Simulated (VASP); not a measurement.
# Rh (Fm-3m) in VASP: notebook

Rh is run at these levels: PBE, revPBE; tasks: single point.

All numbers are computed with VASP 6.6.1; they aren't measurements. Logs are shortened: lines on timing, memory, paths and dates and some standing lists are left out, and cuts for length are marked.

## 1. The cell of the first run

Symmetry: Fm-3m, No. 225, cubic system. Conventional cell: a = 3.796 Å, b = 3.796 Å, c = 3.796 Å, α = 90.00°, β = 90.00°, γ = 90.00°. Within 3.5 Å of Rh (site symmetry m-3m) lie 12 Rh at 2.68 Å.

## 2. Single point, PBE

INCAR

```
PREC = Accurate
ENCUT = 520
EDIFF = 1E-7
ISMEAR = 1
SIGMA = 0.1
LREAL = F
LASPH = T
NELM = 60
ALGO = Normal
ISIF = 2
LWAVE = F
LCHARG = T
GGA = PE
LELF = T
LVHAR = T
NBANDS = 14
```

KPOINTS

```
Automatic mesh
0
Gamma
  13 13 13
```

POSCAR

```
Rh
1.0
    0.0000000000      1.8978500000      1.8978500000
    1.8978500000      0.0000000000      1.8978500000
    1.8978500000      1.8978500000      0.0000000000
Rh
1
Direct
    0.0000000000      0.0000000000      0.0000000000
```

Potentials or basis: VASP PAW PBE potentials, release 64 (Rh_pv).

Run with:

```sh
cat potpaw_PBE.64/Rh_pv/POTCAR > POTCAR
mpirun -np 1 vasp_std > vasp.out
```

OUTCAR:

```text
PREC = Accurate
   ENCUT = 520
   EDIFF = 1E-7
   ISMEAR = 1
   LREAL = F
   LASPH = T
   NELM = 60
   ISIF = 2
   GGA = PE

 ion  position               nearest neighbor table
   1  0.000  0.000  0.000-

  LATTYP: Found a face centered cubic cell.
 ALAT       =     3.7957000000

  Lattice vectors:

 A1 = (   0.0000000000,   1.8978500000,   1.8978500000)
 A2 = (   1.8978500000,   0.0000000000,   1.8978500000)
 A3 = (   1.8978500000,   1.8978500000,   0.0000000000)

Analysis of symmetry for initial positions (statically):
=====================================================================
 Subroutine PRICEL returns:
 Original cell was already a primitive cell.

 Routine SETGRP: Setting up the symmetry group for a
 face centered cubic supercell.

 Subroutine GETGRP returns: Found 48 space group operations
 (whereof 48 operations were pure point group operations)
 out of a pool of 48 trial point group operations.

The static configuration has the point symmetry O_h .

Analysis of symmetry for dynamics (positions and initial velocities):
=====================================================================
 Subroutine PRICEL returns:
 Original cell was already a primitive cell.

 Routine SETGRP: Setting up the symmetry group for a
 face centered cubic supercell.

 Subroutine GETGRP returns: Found 48 space group operations
 (whereof 48 operations were pure point group operations)
 out of a pool of 48 trial point group operations.

The dynamic configuration has the point symmetry O_h .

 Subroutine INISYM returns: Found 48 space group operations
 (whereof 48 operations are pure point group operations),
 and found     1 'primitive' translations

----------------------------------------------------------------------------------------

                                     Primitive cell

  volume of cell :      13.6715

  direct lattice vectors                    reciprocal lattice vectors
     0.000000000  1.897850000  1.897850000    -0.263456016  0.263456016  0.263456016
     1.897850000  0.000000000  1.897850000     0.263456016 -0.263456016  0.263456016
     1.897850000  1.897850000  0.000000000     0.263456016  0.263456016 -0.263456016

  length of vectors
     2.683965209  2.683965209  2.683965209     0.456319205  0.456319205  0.456319205

  position of ions in fractional coordinates (direct lattice)
     0.000000000  0.000000000  0.000000000

  ion indices of the primitive-cell ions
   primitive index   ion index
                 1           1

----------------------------------------------------------------------------------------

 KPOINTS: Automatic mesh

Automatic generation of k-mesh.
 Grid dimensions read from file:
 generate k-points for:   13   13   13

 Generating k-lattice:

  Cartesian coordinates                     Fractional coordinates (reciprocal lattice)
    -0.020265847  0.020265847  0.020265847     0.076923077  0.000000000  0.000000000
     0.020265847 -0.020265847  0.020265847     0.000000000  0.076923077  0.000000000
     0.020265847  0.020265847 -0.020265847     0.000000000  0.000000000  0.076923077

  Length of vectors
     0.035101477  0.035101477  0.035101477

  Shift w.r.t. Gamma in fractional coordinates (k-lattice)
     0.000000000  0.000000000  0.000000000

 Subroutine IBZKPT returns following result:
 ===========================================

 Found     84 irreducible k-points:

 Following reciprocal coordinates:
            Coordinates               Weight
  0.000000  0.000000  0.000000      1.000000
  0.076923  0.000000  0.000000      8.000000
  0.153846  0.000000  0.000000      8.000000
  0.230769  0.000000  0.000000      8.000000
  0.307692  0.000000  0.000000      8.000000
  0.384615  0.000000  0.000000      8.000000
[... 16 lines left out ...]
  0.384615  0.153846  0.000000     24.000000
  0.461538  0.153846  0.000000     24.000000
 [... further k-points ...]
   k-points           NKPTS =     84   k-points in BZ     NKDIM =     84   number of bands    NBANDS=     14
   number of dos      NEDOS =    301   number of ions     NIONS =      1
   total plane-waves  NPLWV =   8000
   dimension x,y,z NGX =    20 NGY =   20 NGZ =   20
   dimension x,y,z NGXF=    40 NGYF=   40 NGZF=   40
   ions per type =               1
   NGX,Y,Z   is equivalent  to a cutoff of  12.39, 12.39, 12.39 a.u.
   NGXF,Y,Z  is equivalent  to a cutoff of  24.78, 24.78, 24.78 a.u.
 SYSTEM =  unknown system
   PREC   = accura    normal or accurate (medium, high low for compatibility)
   ISTART =      0    job   : 0-new  1-cont  2-samecut
   ICHARG =      2    charge: 1-file 2-atom 10-const
   ISPIN  =      1    spin polarized calculation?
   LNONCOLLINEAR =      F non collinear calculations
   LSORBIT =      F    spin-orbit coupling
   LASPH  =      T    aspherical Exc in radial PAW
   ENCUT  =  520.0 eV  38.22 Ry    6.18 a.u.   4.99  4.99  4.99*2*pi/ulx,y,z
   NELM   =     60;   NELMIN=  2; NELMDL= -5     # of ELM steps
   EDIFF  = 0.1E-06   stopping-criterion for ELM
   LREAL  =      F    real-space projection
   EDIFFG = 0.1E-05   stopping-criterion for IOM
   NSW    =      0    number of steps for IOM
   IBRION =     -1    ionic relax: 0-MD 1-quasi-New 2-CG
   NFREE  =      0    steps in history (QN), initial steepest desc. (CG)
   ISIF   =      2    stress and relaxation
   ISYM   =      2    0-nonsym 1-usesym 2-fastsym
   POTIM  = 0.5000    time-step for ionic-motion
   TEBEG  =    0.0;   TEEND  =   0.0 temperature during run
   PSTRESS=    0.0 pullay stress
   NELECT =      15.0000    total number of electrons
   NUPDOWN=      -1.0000    fix difference up-down
   EMIN   =  10.00;   EMAX   =-10.00  energy-range for DOS
   EFERMI =   0.00;   METHOD = LEGACY
   ISMEAR =     1;   SIGMA  =   0.10  broadening in eV -4-tet -1-fermi 0-gaus
   EFERMI_NEDOS =   21; number of points for ismear=-14 and -15
   IALGO  =     38    algorithm
   IMIX   =      4    mixing-type and parameters
     AMIX     =   0.40;   BMIX     =  1.00
     AMIX_MAG =   1.60;   BMIX_MAG =  1.00
  volume/ion in A,a.u.               =      13.67        92.26
  Fermi-wavevector in a.u.,A,eV,Ry     =   1.688496  3.190795 38.790465  2.851019
  Thomas-Fermi vector in A             =   2.770792
   LORBIT       =      0    0 simple, 1 ext, 2 COOP (PROOUT), +10 PAW based schemes
   GGA     = PE    functional components
   LHFCALC =     F    Hartree Fock is set to
   AEXX    =    0.0000 exact exchange contribution
   IVDW    =     0    specifies the selected vdW correction
   LEPSILON=     F    determine dielectric tensor
   LRPA    =     F    only Hartree local field effects (RPA)
 non-spin polarized calculation
 Methfessel and Paxton  Order N= 1 SIGMA  =   0.10
  energy-cutoff  :      520.00
  volume of cell :       13.67
 maximum number of plane-waves:       379
   NGX =  9   NGY =  9   NGZ =  9

 number of electron      15.0000007 magnetization

 Free energy of the ion-electron system (eV)
  ---------------------------------------------------
  ext. energy  EPLUGINS =         0.00000000
  ---------------------------------------------------
  free energy    TOTEN  =        -7.25069166 eV

  energy without entropy =       -7.25059684  energy(sigma->0) =       -7.25066006

 E-fermi :  11.9880     XC(G=0): -14.0678

 val. band max:       11.9738049979   @ k =  -0.1538   0.1538   0.0000
 cond. band min:      12.0162813299   @ k =   0.3077   0.3077   0.0000
 fundamental gap:      0.0424763319
 Fermi energy:        11.9880430306

 k-point     1 :       0.0000    0.0000    0.0000
  band No.  band energies     occupation
      1     -34.3812      2.00000
      2     -34.3812      2.00000
      3     -34.3812      2.00000
      4       4.0073      2.00000
      5       8.9030      2.00000
      6       8.9030      2.00000
      7       8.9030      2.00000
      8      11.0088      2.00000
      9      11.0088      2.00000
     10      27.9988      0.00000
     11      32.5218      0.00000
     12      33.4938      0.00000
     13      33.4938      0.00000
     14      33.4938      0.00000

 k-point     2 :       0.0769    0.0000    0.0000
  band No.  band energies     occupation
      1     -34.4255      2.00000
      2     -34.3872      2.00000
      3     -34.3872      2.00000
      4       4.2454      2.00000
      5       8.7995      2.00000
      6       8.9948      2.00000
      7       8.9948      2.00000
      8      10.9586      2.00000
      9      10.9586      2.00000
     10      28.3417      0.00000
     11      32.2674      0.00000
     12      32.5260      0.00000
     13      33.8437      0.00000
     14      33.8437      0.00000

 k-point     3 :       0.1538    0.0000    0.0000
  band No.  band energies     occupation
      1     -34.5471      2.00000
      2     -34.4037      2.00000
      3     -34.4037      2.00000
      4       4.8927      2.00000
      5       8.5947      2.00000
      6       9.1959      2.00000
      7       9.1959      2.00000
      8      10.8974      2.00000
      9      10.8974      2.00000
     10      29.1276      0.00000
     11      30.1000      0.00000
     12      32.5221      0.00000
     13      34.8267      0.00000
     14      34.8267      0.00000

 k-point     4 :       0.2308    0.0000    0.0000
  band No.  band energies     occupation
      1     -34.7161      2.00000
      2     -34.4268      2.00000
      3     -34.4268      2.00000
      4       5.6587      2.00000
      5       8.6518      2.00000
      6       9.2833      2.00000
      7       9.2833      2.00000
      8      11.0715      2.00000
      9      11.0715      2.00000
     10      27.7454      0.00000
     11      29.6551      0.00000
     12      32.5220      0.00000
     13      36.1962      0.00000
     14      36.1962      0.00000

 k-point     5 :       0.3077    0.0000    0.0000
  band No.  band energies     occupation
      1     -34.8925      2.00000
      2     -34.4513      2.00000
      3     -34.4513      2.00000
      4       6.0062      2.00000
      5       9.1524      2.00000
      6       9.1524      2.00000
      7       9.5333      2.00000
      8      11.5709      2.00000
      9      11.5709      2.00000
     10      25.3258      0.00000
     11      29.0516      0.00000
[... 276 lines left out ...]
 k-point    22 :       0.3077    0.1538    0.0000
  band No.  band energies     occupation
      1     -34.7958      2.00000
      2     -34.4970      2.00000
      3     -34.4927      2.00000
      4       6.4356      2.00000
      5       7.8495      2.00000
      6       9.1641      2.00000
      7       9.8906      2.00000
      8      11.4155      2.00000
      9      11.8859      2.05442
     10      27.4922      0.00000
     11      30.3891      0.00000
     12      32.3268      0.00000
     13      32.5198      0.00000
     14      33.8210      0.00000

 k-point    23 :       0.3846    0.1538    0.0000
  band No.  band energies     occupation
      1     -34.9339      2.00000
      2     -34.5292      2.00000
      3     -34.5162      2.00000
      4       6.5412      2.00000
      5       8.3552      2.00000
      6       8.9395      2.00000
      7       9.7496      2.00000
      8      12.3589     -0.00000
      9      12.8642     -0.00000
     10      24.7832      0.00000
     11      29.4426      0.00000
     12      31.8125      0.00000
     13      32.5189      0.00000
     14      33.6663      0.00000

 k-point    24 :       0.4615    0.1538    0.0000
  band No.  band energies     occupation
      1     -35.0334      2.00000
      2     -34.5659      2.00000
      3     -34.5233      2.00000
      4       6.4627      2.00000
      5       8.3454      2.00000
      6       9.5437      2.00000
      7       9.5606      2.00000
      8      12.6366     -0.00000
      9      14.5953      0.00000
     10      22.1557      0.00000
     11      28.6412      0.00000
     12      31.6221      0.00000
     13      32.4780      0.00000
     14      32.6011      0.00000

 [... further k-points ...]

------------------------ aborting loop because EDIFF is reached ----------------------------------------

  FORCE on cell =-STRESS in cart. coord.  units (eV):
  Direction    XX          YY          ZZ          XY          YZ          ZX
  --------------------------------------------------------------------------------------
  -------------------------------------------------------------------------------------
  Total        0.6392659      0.6392659      0.6392659     -0.0000000      0.0000000      0.0000000
  in kB       74.9163293     74.9163293     74.9163293     -0.0000000      0.0000000      0.0000000
  external PRESSURE =      74.9163293 kB  Pullay stress =       0.0000000 kB

 VOLUME and BASIS-vectors are now :
 -----------------------------------------------------------------------------
  energy-cutoff  :      520.00
  volume of cell :       13.67
      direct lattice vectors                 reciprocal lattice vectors
     0.000000000  1.897850000  1.897850000    -0.263456016  0.263456016  0.263456016
     1.897850000  0.000000000  1.897850000     0.263456016 -0.263456016  0.263456016
     1.897850000  1.897850000  0.000000000     0.263456016  0.263456016 -0.263456016

 POSITION                                       TOTAL-FORCE (eV/Angst)
 -----------------------------------------------------------------------------------
      0.00000      0.00000      0.00000        -0.000000      0.000000      0.000000
 -----------------------------------------------------------------------------------
    total drift:                                0.000000     -0.000000      0.000000

  FREE ENERGIE OF THE ION-ELECTRON SYSTEM (eV)
  ---------------------------------------------------
  free  energy   TOTEN  =        -7.2506916649 eV

  energy  without entropy=       -7.2505968447  energy(sigma->0) =       -7.25066006
```

Run time: 9.5 s. Hardware: 1 thread of Intel Xeon 6975P-C, shared host; peak memory 0.13 GiB.

What came out:

- Free energy: -7.2507 eV
- Pressure: 7.5 GPa

## 3. Single point, revPBE

INCAR

```
SYSTEM = Rh
PREC = Accurate ; ENCUT = 520
EDIFF = 1E-7 ; ISMEAR = 1
SIGMA = 0.1 ; LREAL = .False.
LASPH = .True. ; NELM = 100
ALGO = Normal ; ISIF = 2
LWAVE = .False. ; LCHARG = .True.
GGA = RE ; LELF = .True.
LVHAR = .True. ; NBANDS = 14
```

KPOINTS

```
regular mesh
0
Gamma
  13 13 13
  0 0 0
```

POSCAR is that of step 2.

Potentials or basis: VASP PAW PBE potentials, release 64 (Rh_pv).

Run with:

```sh
cat potpaw_PBE.64/Rh_pv/POTCAR > POTCAR
mpirun -np 1 vasp_std > vasp.out
```

It took 10 s on 1 thread of Intel Xeon 6975P-C, shared host; peak memory 0.13 GiB.

It converged, with:

- Free energy: -6.7324 eV
- Pressure: 11.0 GPa

Levels at points of the mesh, in eV from the Fermi level:
```csv
k point,band 5,band 6,band 7,band 8,band 9,band 10
"(0.00, 0.00, 0.00)",-3.08,-3.08,-3.08,-0.98,-0.98,16.02
```

Caveat: the PAW data sets were made with another functional, which shifts forces and pressure a little.
